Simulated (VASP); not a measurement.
CsBr:

```
CELL_PARAMETERS angstrom
4.31960 0.00000 0.00000
0.00000 4.31960 0.00000
0.00000 0.00000 4.31960
ATOMIC_POSITIONS crystal
Cs 0.00000 0.00000 0.00000
Br 0.50000 0.50000 0.50000
```

Base run:

| Item | Value |
| --- | --- |
| Program | VASP 6.6.1 |
| Functional | r2SCAN |
| Potentials or basis | VASP PAW PBE potentials, release 64 (Cs_sv, Br) |
| Cutoff | 550 eV |
| k mesh | 4 × 4 × 4 |
| Occupations | gaussian, width 0.01 eV |
| Spin | no spin polarisation |

Its results: band gap on the k mesh 5.18 eV, indirect (the least direct gap lies 5.0 meV higher); pressure 0.1 GPa.

After a change of settings the same cell gave: band gap on the k mesh 4.42 eV, indirect (least direct gap 4.43 eV); pressure 0.7 GPa. Which change was it?
A. functional from r2SCAN to HSE06; cutoff from 550 eV to 400 eV
B. functional from r2SCAN to PBE; cutoff from 550 eV to 500 eV
C. functional from r2SCAN to LDA; potentials or basis from VASP PAW PBE potentials, release 64 (Cs_sv, Br) to VASP PAW LDA potentials, release 64 (Cs_sv, Br); cutoff from 550 eV to 500 eV

B.

r2SCAN gives the wider gap, since meta-GGAs in the generalised Kohn-Sham scheme recover part of the derivative discontinuity.

Caveats: spin-orbit coupling is left out, which moves the levels of the heavy elements; the PAW data sets were made with another functional, which shifts forces and pressure a little (some runs).
